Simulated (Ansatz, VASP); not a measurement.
## Zn in VASP and in Ansatz

Contents of INCAR:

```
SYSTEM = Zn
PREC = Accurate ; ENCUT = 520
EDIFF = 1E-7 ; ISMEAR = -1
SIGMA = 0.1 ; LREAL = .FALSE.
LASPH = .TRUE. ; NELM = 100
ALGO = Normal ; ISIF = 2
LWAVE = .FALSE. ; LCHARG = .FALSE.
GGA = PS ; NBANDS = 19
```

Contents of KPOINTS:

```
regular mesh
0
G
  17 17 8
  0 0 0
```

The input POSCAR:

```
Zn
1.0
   -1.9535332682      1.6346225676      1.3161889364
    1.6346225676     -1.9535332682      1.3161889364
    3.3335552480      3.3335552480     -1.9002744685
Zn
2
Direct
    0.9511457789      0.0488542211      1.0000000000
    0.7988542211      0.2011457789      0.5000000000
```

Input for Ansatz:

```yaml
crystal:
  lattice:
    - [-1.9535332682, 1.6346225676, 1.3161889364]
    - [1.6346225676, -1.9535332682, 1.3161889364]
    - [3.333555248, 3.333555248, -1.9002744685]
  atoms:
    - { symbol: Zn, position: [0.9511457789, 0.0488542211, 1.0] }
    - { symbol: Zn, position: [0.7988542211, 0.2011457789, 0.5] }
hamiltonian:
  xc: pbesol
  pseudopotentials:
    kind: paw
    azcp:
      Zn: "pseudopotentials/Zn.paw.azcp"
basis:
  ecutwfc: 420
  fft_grid_basis: typed
kpoints:
  mp_grid: { grid: [17, 17, 8], shift: [0, 0, 0] }
magnetization:
  spin_polarized: false
scf:
  occupations: { method: fermi_dirac, width: 0.1 }
  lower_state_search: "off"
output:
  stress: true
  write_density: true
  write_potential: true
  elf: true
  volumetric_format: npy
```

Alike in both runs: task single point; functional PBEsol; k mesh 17 × 17 × 8; occupations fermi-dirac, width 0.1 eV; no spin polarisation.

|  | VASP | Ansatz |
| --- | --- | --- |
| version | VASP 6.6.1 | Ansatz 0.2.0 |
| potentials or method | VASP PAW PBE potentials, release 64 (Zn), cutoff 520 eV | plane waves (420 eV) with PAW, scalar-relativistic |
| valence electrons in the cell | 24 | 24 |

|  | VASP | Ansatz | Ansatz less VASP |
| --- | --- | --- | --- |
| pressure (GPa) | -2.8 | -3.2 | -0.40 |
| traceless stress, the component that is largest in VASP (GPa) | 0.53 | 0.48 | -0.044 |

VASP's potentials were made for PBE, not for PBEsol, and Ansatz warns of the same on its side.
